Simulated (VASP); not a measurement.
# NaSe (Fm-3m) in VASP: notebook

Runs on NaSe. Level: LDA. Tasks: single point.

Program: VASP 6.6.1. These are calculated values, not measurements. Logs are shortened: lines on timing, memory, paths and dates and some standing lists are left out, and cuts for length are marked.

## (1) The cell of the first run

The structure is cubic, space group Fm-3m (No. 225). Conventional cell: a = 5.704 Å, b = 5.704 Å, c = 5.704 Å, α = 90.00°, β = 90.00°, γ = 90.00°. Na (site symmetry m-3m) has 6 Se at 2.85 Å within 3.8 Å. Within 3.8 Å of Se (site symmetry m-3m) lie 6 Na at 2.85 Å.

## (2) Single point, LDA

Input file INCAR:

```
PREC = Accurate
ENCUT = 520
EDIFF = 1E-6
ISMEAR = 1
SIGMA = 0.15
LREAL = F
LASPH = T
NELM = 60
ALGO = Normal
ISIF = 2
LWAVE = F
LCHARG = F
NBANDS = 14
```

Input file KPOINTS:

```
regular mesh
0
Gamma
  9 9 9
```

Input file POSCAR:

```
NaSe
1.0
    0.0000000000      2.8520680921      2.8520680921
    2.8520680921      0.0000000000      2.8520680921
    2.8520680921      2.8520680921      0.0000000000
Na Se
1 1
Direct
    0.0000000000      0.0000000000      0.0000000000
    0.5000000000      0.5000000000      0.5000000000
```

Potentials or basis: VASP PAW LDA potentials, release 64 (Na_pv, Se).

Command:

```console
> cat potpaw_LDA.64/Na_pv/POTCAR potpaw_LDA.64/Se/POTCAR > POTCAR
> mpirun -np 1 vasp_std > vasp.out
```

OUTCAR:

```text
PREC = Accurate
   ENCUT = 520
   EDIFF = 1E-6
   ISMEAR = 1
   LREAL = F
   LASPH = T
   NELM = 60
   ISIF = 2

 ion  position               nearest neighbor table
   1  0.000  0.000  0.000-
   2  0.500  0.500  0.500-

  LATTYP: Found a face centered cubic cell.
 ALAT       =     5.7041361842

  Lattice vectors:

 A1 = (   0.0000000000,   2.8520680921,   2.8520680921)
 A2 = (   2.8520680921,   0.0000000000,   2.8520680921)
 A3 = (   2.8520680921,   2.8520680921,   0.0000000000)

Analysis of symmetry for initial positions (statically):
=====================================================================
 Subroutine PRICEL returns:
 Original cell was already a primitive cell.

 Routine SETGRP: Setting up the symmetry group for a
 face centered cubic supercell.

 Subroutine GETGRP returns: Found 48 space group operations
 (whereof 48 operations were pure point group operations)
 out of a pool of 48 trial point group operations.

The static configuration has the point symmetry O_h .

Analysis of symmetry for dynamics (positions and initial velocities):
=====================================================================
 Subroutine PRICEL returns:
 Original cell was already a primitive cell.

 Routine SETGRP: Setting up the symmetry group for a
 face centered cubic supercell.

 Subroutine GETGRP returns: Found 48 space group operations
 (whereof 48 operations were pure point group operations)
 out of a pool of 48 trial point group operations.

The dynamic configuration has the point symmetry O_h .

 Subroutine INISYM returns: Found 48 space group operations
 (whereof 48 operations are pure point group operations),
 and found     1 'primitive' translations

----------------------------------------------------------------------------------------

                                     Primitive cell

  volume of cell :      46.3991

  direct lattice vectors                    reciprocal lattice vectors
     0.000000000  2.852068092  2.852068092    -0.175311382  0.175311382  0.175311382
     2.852068092  0.000000000  2.852068092     0.175311382 -0.175311382  0.175311382
     2.852068092  2.852068092  0.000000000     0.175311382  0.175311382 -0.175311382

  length of vectors
     4.033433377  4.033433377  4.033433377     0.303648222  0.303648222  0.303648222

  position of ions in fractional coordinates (direct lattice)
     0.000000000  0.000000000  0.000000000
     0.500000000  0.500000000  0.500000000

  ion indices of the primitive-cell ions
   primitive index   ion index
                 1           1
                 2           2

----------------------------------------------------------------------------------------

 KPOINTS: regular mesh

Automatic generation of k-mesh.
 Grid dimensions read from file:
 generate k-points for:    9    9    9

 Generating k-lattice:

  Cartesian coordinates                     Fractional coordinates (reciprocal lattice)
    -0.019479042  0.019479042  0.019479042     0.111111111  0.000000000  0.000000000
     0.019479042 -0.019479042  0.019479042     0.000000000  0.111111111  0.000000000
     0.019479042  0.019479042 -0.019479042     0.000000000  0.000000000  0.111111111

  Length of vectors
     0.033738691  0.033738691  0.033738691

  Shift w.r.t. Gamma in fractional coordinates (k-lattice)
     0.000000000  0.000000000  0.000000000

 Subroutine IBZKPT returns following result:
 ===========================================

 Found     35 irreducible k-points:

 Following reciprocal coordinates:
            Coordinates               Weight
  0.000000  0.000000  0.000000      1.000000
  0.111111  0.000000  0.000000      8.000000
  0.222222  0.000000  0.000000      8.000000
  0.333333  0.000000  0.000000      8.000000
  0.444444  0.000000  0.000000      8.000000
  0.111111  0.111111  0.000000      6.000000
[... 16 lines left out ...]
 -0.333333  0.333333  0.000000     12.000000
  0.444444  0.444444  0.000000      6.000000
 [... further k-points ...]
   k-points           NKPTS =     35   k-points in BZ     NKDIM =     35   number of bands    NBANDS=     14
   number of dos      NEDOS =    301   number of ions     NIONS =      2
   total plane-waves  NPLWV =  27000
   dimension x,y,z NGX =    30 NGY =   30 NGZ =   30
   dimension x,y,z NGXF=    60 NGYF=   60 NGZF=   60
   ions per type =               1   1
   NGX,Y,Z   is equivalent  to a cutoff of  12.37, 12.37, 12.37 a.u.
   NGXF,Y,Z  is equivalent  to a cutoff of  24.73, 24.73, 24.73 a.u.
 SYSTEM =  unknown system
   PREC   = accura    normal or accurate (medium, high low for compatibility)
   ISTART =      0    job   : 0-new  1-cont  2-samecut
   ICHARG =      2    charge: 1-file 2-atom 10-const
   ISPIN  =      1    spin polarized calculation?
   LNONCOLLINEAR =      F non collinear calculations
   LSORBIT =      F    spin-orbit coupling
   LASPH  =      T    aspherical Exc in radial PAW
   ENCUT  =  520.0 eV  38.22 Ry    6.18 a.u.   7.50  7.50  7.50*2*pi/ulx,y,z
   NELM   =     60;   NELMIN=  2; NELMDL= -5     # of ELM steps
   EDIFF  = 0.1E-05   stopping-criterion for ELM
   LREAL  =      F    real-space projection
   EDIFFG = 0.1E-04   stopping-criterion for IOM
   NSW    =      0    number of steps for IOM
   IBRION =     -1    ionic relax: 0-MD 1-quasi-New 2-CG
   NFREE  =      0    steps in history (QN), initial steepest desc. (CG)
   ISIF   =      2    stress and relaxation
   ISYM   =      2    0-nonsym 1-usesym 2-fastsym
   POTIM  = 0.5000    time-step for ionic-motion
   TEBEG  =    0.0;   TEEND  =   0.0 temperature during run
   PSTRESS=    0.0 pullay stress
   NELECT =      13.0000    total number of electrons
   NUPDOWN=      -1.0000    fix difference up-down
   EMIN   =  10.00;   EMAX   =-10.00  energy-range for DOS
   EFERMI =   0.00;   METHOD = LEGACY
   ISMEAR =     1;   SIGMA  =   0.15  broadening in eV -4-tet -1-fermi 0-gaus
   EFERMI_NEDOS =   21; number of points for ismear=-14 and -15
   IALGO  =     38    algorithm
   IMIX   =      4    mixing-type and parameters
     AMIX     =   0.40;   BMIX     =  1.00
     AMIX_MAG =   1.60;   BMIX_MAG =  1.00
  volume/ion in A,a.u.               =      23.20       156.56
  Fermi-wavevector in a.u.,A,eV,Ry     =   1.071238  2.024347 15.613384  1.147551
  Thomas-Fermi vector in A             =   2.206973
   LORBIT       =      0    0 simple, 1 ext, 2 COOP (PROOUT), +10 PAW based schemes
   GGA     = CA    functional components
   LHFCALC =     F    Hartree Fock is set to
   AEXX    =    0.0000 exact exchange contribution
   IVDW    =     0    specifies the selected vdW correction
   LEPSILON=     F    determine dielectric tensor
   LRPA    =     F    only Hartree local field effects (RPA)
 non-spin polarized calculation
 Methfessel and Paxton  Order N= 1 SIGMA  =   0.15
  energy-cutoff  :      520.00
  volume of cell :       46.40
 maximum number of plane-waves:      1272
 NGX is ok and might be reduce to    30
   NGX = 15   NGY = 15   NGZ = 15

 number of electron      12.9999996 magnetization

 Free energy of the ion-electron system (eV)
  ---------------------------------------------------
  ext. energy  EPLUGINS =         0.00000000
  ---------------------------------------------------
  free energy    TOTEN  =        -6.38466719 eV

  energy without entropy =       -6.38385444  energy(sigma->0) =       -6.38439627

 E-fermi :   0.7734     XC(G=0):  -9.0887

 val. band max:        0.7670152586   @ k =  -0.3333   0.2222   0.0000
 cond. band min:       0.7863991321   @ k =   0.4444   0.1111   0.0000
 fundamental gap:      0.0193838735
 Fermi energy:         0.7733635491

 k-point     1 :       0.0000    0.0000    0.0000
  band No.  band energies     occupation
      1     -21.1962      2.00000
      2     -21.1962      2.00000
      3     -21.1962      2.00000
      4     -11.0060      2.00000
      5       1.3695     -0.00000
      6       1.3695     -0.00000
      7       1.3695     -0.00000
      8       5.0928      0.00000
      9       9.6207      0.00000
     10       9.6207      0.00000
     11       9.6207      0.00000
     12      12.1600      0.00000
     13      12.1600      0.00000
     14      12.6441      0.00000

 k-point     2 :       0.1111    0.0000    0.0000
  band No.  band energies     occupation
      1     -21.1998      2.00000
      2     -21.1964      2.00000
      3     -21.1964      2.00000
      4     -10.9363      2.00000
      5       0.7573      1.18065
      6       1.3047     -0.00001
      7       1.3047     -0.00001
      8       5.6792      0.00000
      9       9.2330      0.00000
     10       9.8174      0.00000
     11       9.8174      0.00000
     12      11.8131      0.00000
     13      11.8131      0.00000
     14      13.5577      0.00000

 k-point     3 :       0.2222    0.0000    0.0000
  band No.  band energies     occupation
      1     -21.2089      2.00000
      2     -21.1970      2.00000
      3     -21.1970      2.00000
      4     -10.7507      2.00000
      5      -0.3669      2.00000
      6       1.1501     -0.00220
      7       1.1501     -0.00220
      8       6.4063      0.00000
      9       9.2749      0.00000
     10      10.0020      0.00000
     11      10.0020      0.00000
     12      11.7852      0.00000
     13      11.7852      0.00000
     14      13.7627      0.00000

 k-point     4 :       0.3333    0.0000    0.0000
  band No.  band energies     occupation
      1     -21.2191      2.00000
      2     -21.1977      2.00000
      3     -21.1977      2.00000
      4     -10.5210      2.00000
      5      -1.3541      2.00000
      6       0.9882     -0.06109
      7       0.9882     -0.06109
      8       6.4226      0.00000
      9       9.7298      0.00000
     10       9.7298      0.00000
     11      10.4821      0.00000
     12      12.9050      0.00000
     13      12.9050      0.00000
     14      13.1728      0.00000

 k-point     5 :       0.4444    0.0000    0.0000
  band No.  band energies     occupation
      1     -21.2257      2.00000
      2     -21.1981      2.00000
      3     -21.1981      2.00000
      4     -10.3578      2.00000
      5      -1.9220      2.00000
      6       0.8891      0.03502
      7       0.8891      0.03502
      8       6.2846      0.00000
      9       9.4957      0.00000
     10       9.4957      0.00000
     11      11.8018      0.00000
[... 276 lines left out ...]
 k-point    22 :      -0.4444    0.3333    0.0000
  band No.  band energies     occupation
      1     -21.2164      2.00000
      2     -21.2091      2.00000
      3     -21.2028      2.00000
      4     -10.2132      2.00000
      5      -1.3385      2.00000
      6      -0.4868      2.00000
      7       0.4030      2.00266
      8       6.7279      0.00000
      9       8.1390      0.00000
     10      10.7969      0.00000
     11      11.9176      0.00000
     12      13.4096      0.00000
     13      15.0722      0.00000
     14      17.3930      0.00000

 k-point    23 :      -0.3333    0.3333    0.0000
  band No.  band energies     occupation
      1     -21.2152      2.00000
      2     -21.2118      2.00000
      3     -21.2010      2.00000
      4     -10.2190      2.00000
      5      -1.0913      2.00000
      6      -0.9278      2.00000
      7       0.5534      2.05824
      8       7.1351      0.00000
      9       9.3146      0.00000
     10      10.2184      0.00000
     11      11.2644      0.00000
     12      12.6827      0.00000
     13      13.4598      0.00000
     14      17.8228      0.00000

 k-point    24 :       0.4444    0.4444    0.0000
  band No.  band energies     occupation
      1     -21.2178      2.00000
      2     -21.2048      2.00000
      3     -21.2048      2.00000
      4     -10.2329      2.00000
      5      -1.5398      2.00000
      6       0.2537      2.00001
      7       0.2537      2.00001
      8       6.2477      0.00000
      9       6.4424      0.00000
     10      12.1779      0.00000
     11      14.2438      0.00000
     12      14.2438      0.00000
     13      14.4936      0.00000
     14      17.2500      0.00000

 [... further k-points ...]
[... 5 lines left out ...]
  --------------------------------------------------------------------------------------
  -------------------------------------------------------------------------------------
  Total        0.0058212      0.0058212      0.0058212      0.0000000      0.0000000     -0.0000000
  in kB        0.2010075      0.2010075      0.2010075      0.0000000      0.0000000     -0.0000000
  external PRESSURE =       0.2010075 kB  Pullay stress =       0.0000000 kB

 VOLUME and BASIS-vectors are now :
 -----------------------------------------------------------------------------
  energy-cutoff  :      520.00
  volume of cell :       46.40
      direct lattice vectors                 reciprocal lattice vectors
     0.000000000  2.852068092  2.852068092    -0.175311382  0.175311382  0.175311382
     2.852068092  0.000000000  2.852068092     0.175311382 -0.175311382  0.175311382
     2.852068092  2.852068092  0.000000000     0.175311382  0.175311382 -0.175311382

 POSITION                                       TOTAL-FORCE (eV/Angst)
 -----------------------------------------------------------------------------------
      0.00000      0.00000      0.00000         0.000000      0.000000      0.000000
      2.85207      2.85207      2.85207         0.000000      0.000000     -0.000000
 -----------------------------------------------------------------------------------
    total drift:                               -0.000000      0.000000      0.000000

  FREE ENERGIE OF THE ION-ELECTRON SYSTEM (eV)
  ---------------------------------------------------
  free  energy   TOTEN  =        -6.3846671921 eV

  energy  without entropy=       -6.3838544407  energy(sigma->0) =       -6.38439627
```

Wall time 8.2 s (1 thread of Intel Xeon 6975P-C (Granite Rapids), shared host); peak memory 0.15 GiB.

What came out:

```yaml
Free_energy: -6.3847 eV
Pressure: 0.0 GPa
Band_gap_on_the_k_mesh: zero (an odd number of electrons rules out a gap without spin polarisation)
```

## (3) Single point, LDA

This run uses another cell than the first one, of 26.82 Å³/atom.

Input file INCAR:

```
PREC     = Accurate       # precision mode
ENCUT    = 520            # plane-wave cutoff, eV
EDIFF    = 1E-6           # SCF threshold, eV
ISMEAR   = 1              # smearing method
SIGMA    = 0.15           # smearing width, eV
LREAL    = False          # projectors in reciprocal space
LASPH    = True           # aspherical terms in the spheres
NELM     = 100            # most SCF steps
ALGO     = Normal         # electronic algorithm
ISIF     = 2              # what is computed and relaxed
LWAVE    = False          # write WAVECAR
LCHARG   = False          # write CHGCAR
GGA      = CA             # functional
NBANDS   = 14             # bands
```

Input file KPOINTS:

```
Automatic mesh
0
Gamma
  9 9 9
```

Input file POSCAR:

```
NaSe
1.0
    0.0000000000      2.9932610000      2.9932610000
    2.9932610000      0.0000000000      2.9932610000
    2.9932610000      2.9932610000      0.0000000000
Na Se
1 1
Direct
    0.0000000000      0.0000000000      0.0000000000
    0.5000000000      0.5000000000      0.5000000000
```

Potentials or basis: VASP PAW LDA potentials, release 64 (Na_pv, Se).

Command:

```console
> cat potpaw_LDA.64/Na_pv/POTCAR potpaw_LDA.64/Se/POTCAR > POTCAR
> mpirun -np 1 vasp_std > vasp.out
```

OUTCAR:

```text
PREC = Accurate
   ENCUT = 520
   EDIFF = 1E-6
   ISMEAR = 1
   LREAL = False
   LASPH = True
   NELM = 100
   ISIF = 2
   GGA = CA

 ion  position               nearest neighbor table
   1  0.000  0.000  0.000-
   2  0.500  0.500  0.500-

  LATTYP: Found a face centered cubic cell.
 ALAT       =     5.9865220000

  Lattice vectors:

 A1 = (   0.0000000000,   2.9932610000,   2.9932610000)
 A2 = (   2.9932610000,   0.0000000000,   2.9932610000)
 A3 = (   2.9932610000,   2.9932610000,   0.0000000000)

[... 580 lines left out ...]
      7      -0.5396      2.00033
      8       5.0117      0.00000
      9       5.7136      0.00000
     10      10.1189      0.00000
     11      12.2127      0.00000
     12      12.2127      0.00000
     13      12.9559      0.00000
     14      15.2014      0.00000

 [... further k-points ...]
[... 5 lines left out ...]
  --------------------------------------------------------------------------------------
  -------------------------------------------------------------------------------------
  Total       -1.0522846     -1.0522846     -1.0522846      0.0000000      0.0000000     -0.0000000
  in kB      -31.4325815    -31.4325815    -31.4325815      0.0000000      0.0000000     -0.0000000
  external PRESSURE =     -31.4325815 kB  Pullay stress =       0.0000000 kB

 VOLUME and BASIS-vectors are now :
 -----------------------------------------------------------------------------
  energy-cutoff  :      520.00
  volume of cell :       53.64
      direct lattice vectors                 reciprocal lattice vectors
     0.000000000  2.993261000  2.993261000    -0.167041898  0.167041898  0.167041898
     2.993261000  0.000000000  2.993261000     0.167041898 -0.167041898  0.167041898
     2.993261000  2.993261000  0.000000000     0.167041898  0.167041898 -0.167041898

 POSITION                                       TOTAL-FORCE (eV/Angst)
 -----------------------------------------------------------------------------------
      0.00000      0.00000      0.00000         0.000000     -0.000000     -0.000000
      2.99326      2.99326      2.99326        -0.000000      0.000000      0.000000
 -----------------------------------------------------------------------------------
    total drift:                                0.000000     -0.000000     -0.000000

  FREE ENERGIE OF THE ION-ELECTRON SYSTEM (eV)
  ---------------------------------------------------
  free  energy   TOTEN  =        -6.3027310824 eV

  energy  without entropy=       -6.3013187327  energy(sigma->0) =       -6.30226030
```

stdout:

```text
POSCAR found type information on POSCAR NaSe
 POSCAR found :  2 types and       2 ions
 scaLAPACK will be used
 LDA part: xc-table for (Slater(with rela. corr.)+CA(PZ))
 , standard interpolation
 POSCAR, INCAR and KPOINTS ok, starting setup
 FFT: planning ... GRIDC
 FFT: planning ... GRID_SOFT
 FFT: planning ... GRID
 WAVECAR not read
 entering main loop
```

It took 8 s on 1 thread of Intel Xeon 6975P-C (Granite Rapids), shared host; peak memory 0.16 GiB.

Results:

- Free energy: -6.3027 eV
- Pressure: -3.1 GPa
- Band gap on the k mesh: zero (an odd number of electrons rules out a gap without spin polarisation)

Levels at points of the mesh, in eV from the Fermi level:
| k point | band 4 | band 5 | band 6 | band 7 | band 8 | band 9 | band 10 | band 11 |
| --- | --- | --- | --- | --- | --- | --- | --- | --- |
| (0.00, 0.00, 0.00) | -11.41 | 0.46 | 0.46 | 0.46 | 3.63 | 8.69 | 8.69 | 8.69 |

Caveat: the cell stands under tension.
